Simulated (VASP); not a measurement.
# Zr: single point with PBE

Crystal: Zr.

```xyz
2
Lattice="3.2392 0.0000 0.0000 -1.6196 2.8053 0.0000 0.0000 0.0000 5.1722" Properties=species:S:1:pos:R:3 pbc="T T T"
Zr    0.0000    1.8702    1.2931
Zr    1.6196    0.9351    3.8792
```

```
Program                : VASP 6.6.1
Task                   : single point
Functional             : PBE
Potentials or basis    : VASP PAW PBE potentials, release 64 (Zr_sv)
Cutoff                 : 520 eV
k mesh                 : 12 × 12 × 7
Occupations            : fermi-dirac, width 0.05 eV
Spin                   : no spin polarisation
Dipole correction      : no
Further INCAR settings : ALGO = Normal; EDIFF = 1e-06; NBANDS = 19
```

| Item | Value |
| --- | --- |
| Pressure | -0.4 GPa |
| Band gap on the k mesh | zero (band 12 reaches 9.75 eV, above the bottom of band 13 at 8.65 eV) |

Stress tensor (GPa, compression positive):
```
-0.45  0.00  0.00
 0.00 -0.45  0.00
 0.00  0.00 -0.16
```

Levels at points of the mesh, in eV from the Fermi level:
```
           k point  band 10  band 11  band 12  band 13  band 14  band 15
(0.00, 0.00, 0.00)    -3.01     0.86     0.86     0.98     1.11     1.54
(0.50, 0.00, 0.00)    -2.50    -2.12    -0.23     0.55     0.76     1.43
```

Run time: 28 s on 1 thread of Intel Xeon 6975P-C, with other jobs on the host, peak memory 0.19 GiB.
